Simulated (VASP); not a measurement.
# Cs (P6/mmm) in VASP: notebook, part 2 of 2

VASP 6.6.1.

## 3. Single point, PBE (volume scaled by 0.6)

The input, INCAR:

```
SYSTEM = Cs
PREC = Accurate ; ENCUT = 520
EDIFF = 1E-7 ; ISMEAR = -1
SIGMA = 0.08 ; LREAL = .False.
LASPH = .True. ; NELM = 60
ALGO = Normal ; ISIF = 2
LWAVE = .False. ; LCHARG = .False.
GGA = PE ; NBANDS = 10
```

The input, KPOINTS:

```
regular mesh
0
Gamma
  8 8 8
  0 0 0
```

The input, POSCAR:

```
Cs
1.0
    4.4703845690      0.0000000000      0.0000000000
   -2.2351922845      3.8714666014      0.0000000000
    0.0000000000      0.0000000000      4.2021614948
Cs
1
Direct
    0.0000000000      0.0000000000      0.0000000000
```

Potentials or basis: VASP PAW PBE potentials, release 64 (Cs_sv).

Started as:

```console
$ cat potpaw_PBE.64/Cs_sv/POTCAR > POTCAR
$ mpirun -np 1 vasp_std > vasp.out
```

OUTCAR:

```text
SYSTEM = Cs
   PREC = Accurate
   ENCUT = 520
   EDIFF = 1E-7
   ISMEAR = -1
   LREAL = .False.
   LASPH = .True.
   NELM = 60
   ISIF = 2
   GGA = PE

 ion  position               nearest neighbor table
   1  0.000  0.000  0.000-

  LATTYP: Found a hexagonal cell.
 ALAT       =     4.4703845690
 C/A-ratio  =     0.9400000000

  Lattice vectors:

 A1 = (   4.4703845690,   0.0000000000,   0.0000000000)
 A2 = (  -2.2351922845,   3.8714666014,   0.0000000000)
 A3 = (   0.0000000000,   0.0000000000,   4.2021614948)
[... 482 lines left out ...]
      2      -9.0235      2.00000
      3      -8.7615      2.00000
      4      -8.6000      2.00000
      5       1.8791      0.88052
      6       2.7621      0.00003
      7       4.7004      0.00000
      8       5.1577      0.00000
      9       5.5914      0.00000
     10       7.1766      0.00000

 [... further k-points ...]
[... 5 lines left out ...]
  --------------------------------------------------------------------------------------
  -------------------------------------------------------------------------------------
  Total        0.8588418      0.8588418      0.7569501      0.0000000      0.0000000      0.0000000
  in kB       18.9204123     18.9204123     16.6757237      0.0000000      0.0000000      0.0000000
  external PRESSURE =      18.1721828 kB  Pullay stress =       0.0000000 kB

 VOLUME and BASIS-vectors are now :
 -----------------------------------------------------------------------------
  energy-cutoff  :      520.00
  volume of cell :       72.73
      direct lattice vectors                 reciprocal lattice vectors
     4.470384569  0.000000000  0.000000000     0.223694401  0.129150023  0.000000000
    -2.235192285  3.871466601  0.000000000     0.000000000  0.258300046  0.000000000
     0.000000000  0.000000000  4.202161495     0.000000000  0.000000000  0.237972767

 POSITION                                       TOTAL-FORCE (eV/Angst)
 -----------------------------------------------------------------------------------
      0.00000      0.00000      0.00000        -0.000000      0.000000      0.000000
 -----------------------------------------------------------------------------------
    total drift:                                0.000000     -0.000000     -0.000000

  FREE ENERGIE OF THE ION-ELECTRON SYSTEM (eV)
  ---------------------------------------------------
  free  energy   TOTEN  =        -0.5962211310 eV

  energy  without entropy=       -0.5538530448  energy(sigma->0) =       -0.57503709
```

Wall time 13 s (1 thread of Intel Xeon Platinum 8559C (Emerald Rapids), shared host); peak memory 0.2 GiB.

Results:

```
Free energy : -0.5962 eV
Pressure    : 1.8 GPa
```

Stress tensor (GPa, compression positive):
```
1.89 0.00 0.00
0.00 1.89 0.00
0.00 0.00 1.67
```

Caveat: the cell differs from its parent crystal (volume scaled by 0.6); spin-orbit coupling is left out, which moves the levels of the heavy elements.

## 4. Single point, PBE

This run uses another cell than the first one, of 84.85 Å³/atom, 1.167 times its volume.

The input, INCAR:

```
SYSTEM = Cs
  PREC = Accurate
  ENCUT = 520
  EDIFF = 1E-6
  ISMEAR = -1
  SIGMA = 0.08
  LREAL = .False.
  LASPH = .True.
  NELM = 80
  ALGO = Normal
  ISIF = 2
  LWAVE = .False.
  LCHARG = .False.
  GGA = PE
  NBANDS = 10
```

KPOINTS is that of step 3.

The input, POSCAR:

```
Cs
1.0
    4.7060927463      0.0000000000      0.0000000000
   -2.3530463731      4.0755958708      0.0000000000
    0.0000000000      0.0000000000      4.4237271815
Cs
1
Direct
    0.0000000000      0.0000000000      0.0000000000
```

Started as:

```console
$ cat potpaw_PBE.64/Cs_sv/POTCAR > POTCAR
$ mpirun -np 1 vasp_std > vasp.out
```

Run time: 12 s. Hardware: 1 thread of Intel Xeon Platinum 8559C (Emerald Rapids), shared host; peak memory 0.21 GiB.

It converged, with:

| Quantity | Value |
| --- | --- |
| Free energy | -0.7066 eV |
| Pressure | 1.1 GPa |

Stress tensor (GPa, compression positive):
```
1.15 0.00 0.00
0.00 1.15 0.00
0.00 0.00 1.05
```

Levels at points of the mesh, in eV from the Fermi level:
```csv
k point,band 3,band 4,band 5,band 6,band 7,band 8
"(0.00, 0.00, 0.00)",-10.50,-10.48,-1.96,1.28,2.58,2.58
"(0.50, 0.00, 0.00)",-10.60,-10.43,-0.16,1.09,1.51,3.35
"(0.00, 0.00, 0.50)",-10.46,-10.46,-0.19,0.67,3.10,3.10
"(0.50, 0.00, 0.50)",-10.85,-10.55,0.02,1.05,2.70,2.95
```

Caveat: spin-orbit coupling is left out, which moves the levels of the heavy elements.

## 5. Single point, PBE

The input, INCAR:

```
PREC     = Accurate       # precision mode
ENCUT    = 520            # plane-wave cutoff, eV
EDIFF    = 1E-7           # SCF threshold, eV
ISMEAR   = -1             # smearing method
SIGMA    = 0.08           # smearing width, eV
LREAL    = F              # projectors in reciprocal space
LASPH    = T              # aspherical terms in the spheres
NELM     = 60             # most SCF steps
ALGO     = Normal         # electronic algorithm
ISIF     = 2              # what is computed and relaxed
LWAVE    = F              # write WAVECAR
LCHARG   = F              # write CHGCAR
GGA      = PE             # functional
NBANDS   = 10             # bands
```

The input, KPOINTS:

```
Automatic mesh
0
Gamma
  8 8 8
```

POSCAR is that of step 4.

Potentials or basis: VASP PAW PBE potentials, release 64 (Cs_sv).

Started as:

```console
$ cat potpaw_PBE.64/Cs_sv/POTCAR > POTCAR
$ mpirun -np 1 vasp_std > vasp.out
```

OUTCAR:

```text
PREC = Accurate
   ENCUT = 520
   EDIFF = 1E-7
   ISMEAR = -1
   LREAL = F
   LASPH = T
   NELM = 60
   ISIF = 2
   GGA = PE

 ion  position               nearest neighbor table
   1  0.000  0.000  0.000-

  LATTYP: Found a hexagonal cell.
 ALAT       =     4.7060927463
 C/A-ratio  =     0.9400000000

  Lattice vectors:

 A1 = (   4.7060927463,   0.0000000000,   0.0000000000)
 A2 = (  -2.3530463731,   4.0755958708,   0.0000000000)
 A3 = (   0.0000000000,   0.0000000000,   4.4237271815)

[... 481 lines left out ...]
      2      -9.4769      2.00000
      3      -9.3191      2.00000
      4      -9.2037      2.00000
      5       1.3098      1.29266
      6       2.2950      0.00002
      7       3.8800      0.00000
      8       4.2356      0.00000
      9       4.8182      0.00000
     10       6.1929      0.00000

 [... further k-points ...]
[... 5 lines left out ...]
  --------------------------------------------------------------------------------------
  -------------------------------------------------------------------------------------
  Total        0.6095002      0.6095002      0.5548751      0.0000000      0.0000000     -0.0000000
  in kB       11.5091826     11.5091826     10.4776989      0.0000000      0.0000000     -0.0000000
  external PRESSURE =      11.1653547 kB  Pullay stress =       0.0000000 kB

 VOLUME and BASIS-vectors are now :
 -----------------------------------------------------------------------------
  energy-cutoff  :      520.00
  volume of cell :       84.85
      direct lattice vectors                 reciprocal lattice vectors
     4.706092746  0.000000000  0.000000000     0.212490500  0.122681447  0.000000000
    -2.353046373  4.075595871  0.000000000     0.000000000  0.245362895  0.000000000
     0.000000000  0.000000000  4.423727182     0.000000000  0.000000000  0.226053723

 POSITION                                       TOTAL-FORCE (eV/Angst)
 -----------------------------------------------------------------------------------
      0.00000      0.00000      0.00000         0.000000      0.000000      0.000000
 -----------------------------------------------------------------------------------
    total drift:                                0.000000      0.000000     -0.000000

  FREE ENERGIE OF THE ION-ELECTRON SYSTEM (eV)
  ---------------------------------------------------
  free  energy   TOTEN  =        -0.7066038239 eV

  energy  without entropy=       -0.6714611546  energy(sigma->0) =       -0.68903249
```

OSZICAR:

```text
N       E                     dE             d eps       ncg     rms          rms(c)
DAV:   1     0.491839176799E+02    0.49184E+02   -0.32268E+03  1000   0.661E+02
DAV:   2     0.333526103118E+01   -0.45849E+02   -0.44631E+02  1276   0.113E+02
DAV:   3    -0.668413870256E+00   -0.40037E+01   -0.39982E+01  1160   0.383E+01
DAV:   4    -0.709861269966E+00   -0.41447E-01   -0.41439E-01  1290   0.467E+00
DAV:   5    -0.710035300469E+00   -0.17403E-03   -0.17403E-03  1316   0.278E-01    0.225E-01
DAV:   6    -0.707194871079E+00    0.28404E-02   -0.43568E-03  1140   0.311E-01    0.136E-01
DAV:   7    -0.706453426662E+00    0.74144E-03   -0.70430E-03  1084   0.405E-01    0.631E-02
DAV:   8    -0.706601305009E+00   -0.14788E-03   -0.21316E-04  1124   0.100E-01    0.675E-03
DAV:   9    -0.706604376070E+00   -0.30711E-05   -0.37082E-06  1242   0.103E-02    0.453E-03
DAV:  10    -0.706603429907E+00    0.94616E-06   -0.20673E-06  1110   0.721E-03    0.764E-04
DAV:  11    -0.706603752331E+00   -0.32242E-06   -0.47956E-08   794   0.139E-03    0.270E-04
DAV:  12    -0.706603889673E+00   -0.13734E-06   -0.17537E-08   616   0.798E-04    0.103E-04
DAV:  13    -0.706603823929E+00    0.65744E-07   -0.25474E-09   586   0.279E-04
   1 F= -.70660382E+00 E0= -.68903249E+00  d E =-.351427E-01
```

stdout:

```text
POSCAR found type information on POSCAR Cs
 POSCAR found :  1 types and       1 ions
 scaLAPACK will be used
 LDA part: xc-table for (Slater+PW92), standard interpolation
 POSCAR, INCAR and KPOINTS ok, starting setup
 FFT: planning ... GRIDC
 FFT: planning ... GRID_SOFT
 FFT: planning ... GRID
 WAVECAR not read
 entering main loop
```

Run time: 14 s. Hardware: 1 thread of Intel Xeon Platinum 8559C (Emerald Rapids), shared host; peak memory 0.21 GiB.

Results:

- Free energy: -0.7066 eV
- Pressure: 1.1 GPa

Stress tensor (GPa, compression positive):
```
1.15 0.00 0.00
0.00 1.15 0.00
0.00 0.00 1.05
```

Caveat: spin-orbit coupling is left out, which moves the levels of the heavy elements.
